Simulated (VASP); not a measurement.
# TiOs (Pm-3m) in VASP: notebook

Runs on TiOs. Level: LDA. Tasks: relaxation of cell and atoms.

Everything below comes from runs of VASP 6.6.1. Logs are shortened: lines on timing, memory, paths and dates and some standing lists are left out, and cuts for length are marked.

### Step 1. The cell of the first run

Symmetry: Pm-3m, No. 221, cubic system. The conventional cell has a = 3.042 Å, b = 3.042 Å, c = 3.042 Å, α = 90.00°, β = 90.00°, γ = 90.00°. Within 3.5 Å of Ti (site symmetry m-3m) lie 8 Os at 2.63 Å and 6 Ti at 3.04 Å. Os (site symmetry m-3m) has 8 Ti at 2.63 Å and 6 Os at 3.04 Å within 3.5 Å.

### Step 2. Relaxation of cell and atoms, LDA

INCAR reads:

```
SYSTEM = TiOs
PREC = Accurate ; ENCUT = 600
EDIFF = 1E-6 ; ISMEAR = -1
SIGMA = 0.05 ; LREAL = .FALSE.
LASPH = .TRUE. ; NELM = 60
ALGO = Normal ; ISIF = 3
LWAVE = .FALSE. ; LCHARG = .FALSE.
GGA = CA ; IBRION = 2
NSW = 80 ; EDIFFG = -0.02
```

KPOINTS reads:

```
Automatic mesh
0
G
  7 7 7
  0 0 0
```

POSCAR reads:

```
TiOs
1.0
    3.0421107958      0.0000000000      0.0000000000
    0.0000000000      3.0421107958      0.0000000000
    0.0000000000      0.0000000000      3.0421107958
Ti Os
1 1
Direct
    0.0000000000      0.0000000000      0.0000000000
    0.5000000000      0.5000000000      0.5000000000
```

Potentials or basis: VASP PAW LDA potentials, release 64 (Ti_sv, Os).

Started as:

```console
$ cat potpaw_LDA.64/Ti_sv/POTCAR potpaw_LDA.64/Os/POTCAR > POTCAR
$ mpirun -np 1 vasp_std > vasp.out
```

OUTCAR:

```text
SYSTEM = TiOs
   PREC = Accurate
   ENCUT = 600
   EDIFF = 1E-6
   ISMEAR = -1
   LREAL = .FALSE.
   LASPH = .TRUE.
   NELM = 60
   ISIF = 3
   GGA = CA
   IBRION = 2
   NSW = 80
   EDIFFG = -0.02

 ion  position               nearest neighbor table
   1  0.000  0.000  0.000-   2 2.63   2 2.63   2 2.63   2 2.63   2 2.63   2 2.63   2 2.63   2 2.63

   2  0.500  0.500  0.500-   1 2.63   1 2.63   1 2.63   1 2.63   1 2.63   1 2.63   1 2.63   1 2.63

  LATTYP: Found a simple cubic cell.
 ALAT       =     3.0421107958

  Lattice vectors:

 A1 = (   3.0421107958,   0.0000000000,   0.0000000000)
 A2 = (   0.0000000000,   3.0421107958,   0.0000000000)
 A3 = (   0.0000000000,   0.0000000000,   3.0421107958)

Analysis of symmetry for initial positions (statically):
=====================================================================
 Subroutine PRICEL returns:
 Original cell was already a primitive cell.

 Routine SETGRP: Setting up the symmetry group for a
 simple cubic supercell.

 Subroutine GETGRP returns: Found 48 space group operations
 (whereof 48 operations were pure point group operations)
 out of a pool of 48 trial point group operations.

The static configuration has the point symmetry O_h .

Analysis of symmetry for dynamics (positions and initial velocities):
=====================================================================
 Subroutine PRICEL returns:
 Original cell was already a primitive cell.

 Routine SETGRP: Setting up the symmetry group for a
 simple cubic supercell.

 Subroutine GETGRP returns: Found 48 space group operations
 (whereof 48 operations were pure point group operations)
 out of a pool of 48 trial point group operations.

The dynamic configuration has the point symmetry O_h .

 Subroutine INISYM returns: Found 48 space group operations
 (whereof 48 operations are pure point group operations),
 and found     1 'primitive' translations

----------------------------------------------------------------------------------------

                                     Primitive cell

  volume of cell :      28.1530

  direct lattice vectors                    reciprocal lattice vectors
     3.042110796  0.000000000  0.000000000     0.328719125  0.000000000  0.000000000
     0.000000000  3.042110796  0.000000000     0.000000000  0.328719125  0.000000000
     0.000000000  0.000000000  3.042110796     0.000000000  0.000000000  0.328719125

  length of vectors
     3.042110796  3.042110796  3.042110796     0.328719125  0.328719125  0.328719125

  position of ions in fractional coordinates (direct lattice)
     0.000000000  0.000000000  0.000000000
     0.500000000  0.500000000  0.500000000

  ion indices of the primitive-cell ions
   primitive index   ion index
                 1           1
                 2           2

----------------------------------------------------------------------------------------

 KPOINTS: Automatic mesh

Automatic generation of k-mesh.
 Grid dimensions read from file:
 generate k-points for:    7    7    7

 Generating k-lattice:

  Cartesian coordinates                     Fractional coordinates (reciprocal lattice)
     0.046959875  0.000000000  0.000000000     0.142857143  0.000000000  0.000000000
     0.000000000  0.046959875  0.000000000     0.000000000  0.142857143  0.000000000
     0.000000000  0.000000000  0.046959875     0.000000000  0.000000000  0.142857143

  Length of vectors
     0.046959875  0.046959875  0.046959875

  Shift w.r.t. Gamma in fractional coordinates (k-lattice)
     0.000000000  0.000000000  0.000000000

 Subroutine IBZKPT returns following result:
 ===========================================

 Found     20 irreducible k-points:

 Following reciprocal coordinates:
            Coordinates               Weight
  0.000000  0.000000  0.000000      1.000000
  0.142857  0.000000  0.000000      6.000000
  0.285714  0.000000  0.000000      6.000000
  0.428571  0.000000  0.000000      6.000000
  0.142857  0.142857  0.000000     12.000000
  0.285714  0.142857  0.000000     24.000000
[... 12 lines left out ...]
  0.428571  0.428571  0.285714     24.000000
  0.428571  0.428571  0.428571      8.000000
   k-points           NKPTS =     20   k-points in BZ     NKDIM =     20   number of bands    NBANDS=     14
   number of dos      NEDOS =    301   number of ions     NIONS =      2
   total plane-waves  NPLWV =  13824
   dimension x,y,z NGX =    24 NGY =   24 NGZ =   24
   dimension x,y,z NGXF=    48 NGYF=   48 NGZF=   48
   ions per type =               1   1
   NGX,Y,Z   is equivalent  to a cutoff of  13.12, 13.12, 13.12 a.u.
   NGXF,Y,Z  is equivalent  to a cutoff of  26.23, 26.23, 26.23 a.u.
 SYSTEM =  TiOs
   PREC   = accura    normal or accurate (medium, high low for compatibility)
   ISTART =      0    job   : 0-new  1-cont  2-samecut
   ICHARG =      2    charge: 1-file 2-atom 10-const
   ISPIN  =      1    spin polarized calculation?
   LNONCOLLINEAR =      F non collinear calculations
   LSORBIT =      F    spin-orbit coupling
   LASPH  =      T    aspherical Exc in radial PAW
   ENCUT  =  600.0 eV  44.10 Ry    6.64 a.u.   6.08  6.08  6.08*2*pi/ulx,y,z
   NELM   =     60;   NELMIN=  2; NELMDL= -5     # of ELM steps
   EDIFF  = 0.1E-05   stopping-criterion for ELM
   LREAL  =      F    real-space projection
   EDIFFG = -.2E-01   stopping-criterion for IOM
   NSW    =     80    number of steps for IOM
   IBRION =      2    ionic relax: 0-MD 1-quasi-New 2-CG
   NFREE  =      1    steps in history (QN), initial steepest desc. (CG)
   ISIF   =      3    stress and relaxation
   ISYM   =      2    0-nonsym 1-usesym 2-fastsym
   POTIM  = 0.5000    time-step for ionic-motion
   TEBEG  =    0.0;   TEEND  =   0.0 temperature during run
   PSTRESS=    0.0 pullay stress
   NELECT =      20.0000    total number of electrons
   NUPDOWN=      -1.0000    fix difference up-down
   EMIN   =  10.00;   EMAX   =-10.00  energy-range for DOS
   EFERMI =   0.00;   METHOD = LEGACY
   ISMEAR =    -1;   SIGMA  =   0.05  broadening in eV -4-tet -1-fermi 0-gaus
   EFERMI_NEDOS =   21; number of points for ismear=-14 and -15
   IALGO  =     38    algorithm
   IMIX   =      4    mixing-type and parameters
     AMIX     =   0.40;   BMIX     =  1.00
     AMIX_MAG =   1.60;   BMIX_MAG =  1.00
  volume/ion in A,a.u.               =      14.08        94.99
  Fermi-wavevector in a.u.,A,eV,Ry     =   1.460752  2.760421 29.032060  2.133796
  Thomas-Fermi vector in A             =   2.577164
   LORBIT       =      0    0 simple, 1 ext, 2 COOP (PROOUT), +10 PAW based schemes
   GGA     = CA    functional components
   LHFCALC =     F    Hartree Fock is set to
   AEXX    =    0.0000 exact exchange contribution
   IVDW    =     0    specifies the selected vdW correction
   LEPSILON=     F    determine dielectric tensor
   LRPA    =     F    only Hartree local field effects (RPA)
 conjugate gradient relaxation of ions
 non-spin polarized calculation
  energy-cutoff  :      600.00
  volume of cell :       28.15
 maximum number of plane-waves:       947
   NGX = 13   NGY = 13   NGZ = 13

--------------------------------------- Ionic step        1  -------------------------------------------

 number of electron      20.0000005 magnetization

 Free energy of the ion-electron system (eV)
  ---------------------------------------------------
  ext. energy  EPLUGINS =         0.00000000
  ---------------------------------------------------
  free energy    TOTEN  =       -22.67330336 eV

  energy without entropy =      -22.66837755  energy(sigma->0) =      -22.67084046

------------------------ aborting loop because EDIFF is reached ----------------------------------------

  FORCE on cell =-STRESS in cart. coord.  units (eV):
  Direction    XX          YY          ZZ          XY          YZ          ZX
  --------------------------------------------------------------------------------------
  -------------------------------------------------------------------------------------
  Total        0.0799800      0.0799800      0.0799800     -0.0000000     -0.0000000     -0.0000000
  in kB        4.5516297      4.5516297      4.5516297     -0.0000000     -0.0000000     -0.0000000
  external PRESSURE =       4.5516297 kB  Pullay stress =       0.0000000 kB

 VOLUME and BASIS-vectors are now :
 -----------------------------------------------------------------------------
  energy-cutoff  :      600.00
  volume of cell :       28.15
      direct lattice vectors                 reciprocal lattice vectors
     3.042110796  0.000000000  0.000000000     0.328719125  0.000000000  0.000000000
     0.000000000  3.042110796  0.000000000     0.000000000  0.328719125  0.000000000
     0.000000000  0.000000000  3.042110796     0.000000000  0.000000000  0.328719125
[... 37 lines left out ...]
 POSITION                                       TOTAL-FORCE (eV/Angst)
 -----------------------------------------------------------------------------------
      0.00000      0.00000      0.00000         0.000000      0.000000      0.000000
      1.52399      1.52399      1.52399        -0.000000     -0.000000      0.000000
 -----------------------------------------------------------------------------------
    total drift:                                0.000000      0.000000      0.000000

  FREE ENERGIE OF THE ION-ELECTRON SYSTEM (eV)
  ---------------------------------------------------
  free  energy   TOTEN  =       -22.6729119509 eV

  energy  without entropy=      -22.6679968168  energy(sigma->0) =      -22.67045438

--------------------------------------- Ionic step        3  -------------------------------------------

 number of electron      20.0000006 magnetization

 Free energy of the ion-electron system (eV)
  ---------------------------------------------------
  ext. energy  EPLUGINS =         0.00000000
  ---------------------------------------------------
  free energy    TOTEN  =       -22.67336059 eV

  energy without entropy =      -22.66843419  energy(sigma->0) =      -22.67089739

 E-fermi :   9.7618     XC(G=0): -13.5118

 val. band max:        9.5150004141   @ k =   0.4286   0.0000   0.0000
 cond. band min:       9.8418157917   @ k =   0.4286   0.4286   0.0000
 fundamental gap:      0.3268153776
 Fermi energy:         9.7617526089

 k-point     1 :       0.0000    0.0000    0.0000
  band No.  band energies     occupation
      1     -46.5536      2.00000
      2     -23.0737      2.00000
      3     -23.0737      2.00000
      4     -23.0737      2.00000
      5       1.1094      2.00000
      6       4.1862      2.00000
      7       4.1862      2.00000
      8       8.3214      2.00000
      9       8.3214      2.00000
     10       8.3214      2.00000
     11      11.5861      0.00000
     12      11.5861      0.00000
     13      13.5478      0.00000
     14      13.5478      0.00000

 k-point     2 :       0.1429    0.0000    0.0000
  band No.  band energies     occupation
      1     -46.5474      2.00000
      2     -23.1290      2.00000
      3     -23.0726      2.00000
      4     -23.0726      2.00000
      5       1.5642      2.00000
      6       4.4034      2.00000
      7       4.5400      2.00000
      8       8.2464      2.00000
      9       8.2464      2.00000
     10       8.4926      2.00000
[... 330 lines left out ...]
 POSITION                                       TOTAL-FORCE (eV/Angst)
 -----------------------------------------------------------------------------------
      0.00000      0.00000      0.00000         0.000000      0.000000      0.000000
      1.52181      1.52181      1.52181        -0.000000     -0.000000      0.000000
 -----------------------------------------------------------------------------------
    total drift:                                0.000000      0.000000      0.000000

  FREE ENERGIE OF THE ION-ELECTRON SYSTEM (eV)
  ---------------------------------------------------
  free  energy   TOTEN  =       -22.6733605918 eV

  energy  without entropy=      -22.6684341945  energy(sigma->0) =      -22.67089739

 reached required accuracy - stopping structural energy minimisation
```

Wall time 24 s (1 thread of Intel Xeon 8259CL, shared host); peak memory 0.14 GiB.

What came out:

| Quantity | Value |
| --- | --- |
| Free energy | -22.6734 eV |
| Relaxed volume | 14.10 Å³/atom |
| Relaxed cell | a = 3.044 Å, b = 3.044 Å, c = 3.044 Å, α = 90.00°, β = 90.00°, γ = 90.00° |
| Space group after relaxing (to 0.1 Å) | Pm-3m (No. 221) |
| Energy gained by relaxing | 0.0 meV/atom |
| Ionic steps | 3 |
| Pressure after relaxing | 0.0 GPa |
| Band gap on the k mesh | zero (bands 10 and 11 overlap by 0.33 eV) |

Final structure:
```yaml
crystal:
  lattice:
    - [3.04361, 0.00000, 0.00000]
    - [0.00000, 3.04361, 0.00000]
    - [0.00000, 0.00000, 3.04361]
  atoms:
    - { symbol: Ti, position: [0.00000, 0.00000, 0.00000] }
    - { symbol: Os, position: [0.50000, 0.50000, 0.50000] }
```

Caveat: spin-orbit coupling is left out, which moves the levels of the heavy elements.

### Step 3. Relaxation of cell and atoms, LDA

This run uses another cell than the first one, of 15.04 Å³/atom.

INCAR reads:

```
PREC = Accurate
ENCUT = 600
EDIFF = 1E-6
ISMEAR = -1
SIGMA = 0.05
LREAL = False
LASPH = True
NELM = 60
ALGO = Normal
ISIF = 3
LWAVE = False
LCHARG = False
IBRION = 2
NSW = 80
EDIFFG = -0.02
```

KPOINTS reads:

```
regular mesh
0
Gamma
  7 7 7
```

POSCAR reads:

```
TiOs
1.0
    3.1100000000      0.0000000000      0.0000000000
    0.0000000000      3.1100000000      0.0000000000
    0.0000000000      0.0000000000      3.1100000000
Ti Os
1 1
Direct
    0.0000000000      0.0000000000      0.0000000000
    0.5000000000      0.5000000000      0.5000000000
```

Potentials or basis: VASP PAW LDA potentials, release 64 (Ti_sv, Os).

Started as:

```console
$ cat potpaw_LDA.64/Ti_sv/POTCAR potpaw_LDA.64/Os/POTCAR > POTCAR
$ mpirun -np 1 vasp_std > vasp.out
```

Run time: 59 s. Hardware: 1 thread of Intel Xeon 8259CL, shared host; peak memory 0.15 GiB.

Results (log left out):

* Free energy: -22.6742 eV
* Relaxed volume: 14.11 Å³/atom
* Relaxed cell: a = 3.044 Å, b = 3.044 Å, c = 3.044 Å, α = 90.00°, β = 90.00°, γ = 90.00°
* Space group after relaxing (to 0.1 Å): Pm-3m (No. 221)
* Energy gained by relaxing: 49.2 meV/atom
* Ionic steps: 4
* Pressure after relaxing: -0.2 GPa
* Band gap on the k mesh: zero (bands 10 and 11 overlap by 0.33 eV)

Step by step:
```csv
step,energy change (eV),largest force (eV/Å),pressure (GPa),volume (Å³)
1,0.0000,0.0000,-15.83,30.08
2,0.6136,0.0000,63.45,24.06
3,-0.0980,0.0000,-1.15,28.31
4,-0.0984,0.0000,-0.22,28.22
```

Final structure:
```xyz
2
Lattice="3.0444 0.0000 0.0000 0.0000 3.0444 0.0000 0.0000 0.0000 3.0444" Properties=species:S:1:pos:R:3 pbc="T T T"
Ti    0.0000    0.0000    0.0000
Os    1.5222    1.5222    1.5222
```

Levels at points of the mesh, in eV from the Fermi level:
```csv
k point,band 8,band 9,band 10,band 11,band 12,band 13
"(0.00, 0.00, 0.00)",-1.44,-1.44,-1.44,1.82,1.82,3.78
```

Caveat: spin-orbit coupling is left out, which moves the levels of the heavy elements.
